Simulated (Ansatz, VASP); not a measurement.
**Two plane-wave programs on GaAs**

Contents of POSCAR:

```
GaAs
1.0
    0.0000000000      2.9464084993      2.9464084993
    2.9464084993      0.0000000000      2.9464084993
    2.9464084993      2.9464084993      0.0000000000
Ga As
1 1
Direct
    0.0000000000      0.0000000000      0.0000000000
    0.2500000000      0.2500000000      0.2500000000
```

The input INCAR.step1:

```
SYSTEM = GaAs
PREC = Accurate ; ENCUT = 520
ISMEAR = -1 ; SIGMA = 0.02
LREAL = .FALSE. ; LASPH = .TRUE.
NELM = 80 ; NBANDS = 16
GGA = PE ; ALGO = Normal
EDIFF = 1E-4 ; LWAVE = .TRUE.
LCHARG = .FALSE.
```

INCAR.step2

```
SYSTEM = GaAs
PREC = Accurate ; ENCUT = 520
EDIFF = 1E-6 ; ISMEAR = -1
SIGMA = 0.02 ; LREAL = .FALSE.
LASPH = .TRUE. ; NELM = 80
ALGO = Normal ; ISIF = 2
LWAVE = .FALSE. ; LCHARG = .FALSE.
METAGGA = R2SCAN ; LMIXTAU = .TRUE.
NBANDS = 16 ; ISTART = 1
```

The input KPOINTS:

```
Automatic mesh
0
G
  8 8 8
  0 0 0
```

Input for Ansatz:

```yaml
crystal:
  lattice:
    - [0.0, 2.9464084993, 2.9464084993]
    - [2.9464084993, 0.0, 2.9464084993]
    - [2.9464084993, 2.9464084993, 0.0]
  atoms:
    - { symbol: Ga, position: [0.0, 0.0, 0.0] }
    - { symbol: As, position: [0.25, 0.25, 0.25] }
kpoints:
  mp_grid: { grid: [8, 8, 8] }
  band_path:
    path:
      - [0.0, 0.0, 0.0]
      - [-0.5, -0.5, 0.0]
      - [-0.375, -0.375, 0.25]
      - [-0.375, 0.0, 0.375]
      - [0.0, 0.0, 0.5]
      - [-0.5, -0.25, 0.25]
    npoints: 1
hamiltonian:
  xc: r2scan
scf:
  occupations: { method: fermi_dirac, width: 0.02 }
  n_extra_bands: 4
output:
  forces: true
  stress: true
  eigenvalues: true
```

Change from the starting cell: hydrostatic strain +4.0%.

Alike in both runs: task single point; functional r2SCAN; k mesh 8 × 8 × 8; occupations fermi-dirac, width 0.02 eV; no spin polarisation.

```csv
,VASP,Ansatz
version,VASP 6.6.1,Ansatz 0.2.0
potentials or method,"VASP PAW PBE potentials, release 64 (Ga_d, As)","plane waves, PAW"
plane-wave cutoff (eV),520,500
valence electrons in the cell,18,28
```

VASP gave:

| Property | Result |
| --- | --- |
| pressure (GPa) | -6.4 |

What did Ansatz give for the same quantities?

Pressure (GPa): -6.5.

VASP's potentials were made for PBE, not for r2SCAN. With one functional, cell and mesh, what is left measures potentials, basis and numerics. VASP's potentials hold 18 valence electrons a cell and Ansatz's 28, so a difference there can come from the potentials and not from the codes.
